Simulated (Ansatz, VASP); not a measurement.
CdSe3S: VASP beside Ansatz

```xyz
5
Lattice="4.2088 0.0000 0.0000 0.0000 4.2088 0.0000 0.0000 0.0000 8.5256" Properties=species:S:1:pos:R:3 pbc="T T T"
Cd    0.0000    0.0000    0.6666
Se    2.1044    2.1044    0.6587
Se    0.0000    2.1044    4.2315
Se    2.1044    0.0000    4.2315
S     2.1044    2.1044    5.2841
```

Change from the starting cell: species swapped into the NdBPt3 type (P4mm, No. 99).

Alike in both runs: functional PBE; k mesh 4 × 4 × 4; occupations gaussian, width 0.1 eV; no spin polarisation.

Ansatz relaxed the structure, and its values are those at the end. VASP's run is a single point on that final structure, the one shown.

|  | VASP | Ansatz |
| --- | --- | --- |
| version | VASP 6.6.1 | Ansatz 0.2.0 |
| potentials or method | VASP PAW PBE potentials, release 64 (Cd, Se, S), cutoff 520 eV | scalar-relativistic, plane waves, PAW |
| valence electrons in the cell | 36 | 74 |

|  | VASP | Ansatz | Ansatz less VASP |
| --- | --- | --- | --- |
| gap on the k mesh at the Fermi level (eV) | none | none | - |
| pressure (GPa) | 0.2 | 0.1 | -0.03 |
| rms of the force components (eV/Å) | 0.008 | 0.002 | -0.0053 |

A gap of «none» marks a metal or a gap that the smearing closes. VASP's potentials hold 36 valence electrons a cell and Ansatz's 74, so a difference there can come from the potentials and not from the codes.

The k mesh is coarse, so the values compare programs but aren't converged.
